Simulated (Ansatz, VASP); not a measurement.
One calculation of Ge, two programs

```
Ge
1.0
    -2.60976    2.60976    1.35990
     2.60976   -2.60976    1.35990
     2.60976    2.60976   -1.35990
Ge
2
Direct
  0.25000 0.75000 0.50000
  0.50000 0.50000 0.00000
```

Alike in both runs: task single point; functional PBEsol; k mesh 22 × 22 × 22; occupations gaussian, width 0.15 eV; no spin polarisation.

```csv
,VASP,Ansatz
version,VASP 6.6.1,Ansatz 0.2.0
potentials or method,"VASP PAW PBE potentials, release 64 (Ge_d), cutoff 520 eV","scalar-relativistic, plane waves, PAW"
valence electrons in the cell,28,28
```

```csv
,VASP,Ansatz,Ansatz less VASP
gap on the k mesh at the Fermi level (eV),none,none,-
pressure (GPa),-0.6,-0.6,+0.03
"traceless stress, the component that is largest in VASP (GPa)",3.05,3.03,-0.020
```

VASP's potentials were made for PBE, not for PBEsol. A gap of «none» marks a metal or a gap that the smearing closes.
